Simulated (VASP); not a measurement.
Runs of VASP 6.6.1 on GaN. The structure is that of space group P6_3mc (No. 186), or close to it. The cells are those of the table. 

```csv
task,cell,gap on the mesh (eV),pressure (GPa),largest force (eV/Å)
relaxation of shape and atoms at fixed volume,"relaxed from a = 3.261, b = 3.261, c = 5.312 Å, angles 90.0, 90.0, 120.0°, 4 atoms",1.45,-6.2,0.01
relaxation of shape and atoms at fixed volume,"relaxed from a = 3.240, b = 3.240, c = 5.278 Å, angles 90.0, 90.0, 120.0°, 4 atoms",1.58,-3.3,-
relaxation of cell and atoms,"relaxed from a = 3.191, b = 3.191, c = 5.183 Å, angles 90.0, 90.0, 120.0°, 4 atoms",(a),0.1,0.01
relaxation of shape and atoms at fixed volume,"relaxed from a = 3.197, b = 3.197, c = 5.208 Å, angles 90.0, 90.0, 120.0°, 4 atoms",1.85,3.5,-
```

Alike in all rows: level PBE; potentials or basis VASP PAW PBE potentials, release 64 (Ga_d, N); no spin polarisation; k mesh 12 × 12 × 8; cutoff (eV) 600; smearing gaussian 0.05 eV.

Task: Fill in the values left out.

Result: (a) 1.72.

Caveats: the relaxation stopped at its first step, so nothing moved (at least some runs).

A k mesh can miss the band edges, and the runs leave out spin-orbit coupling on Ga.
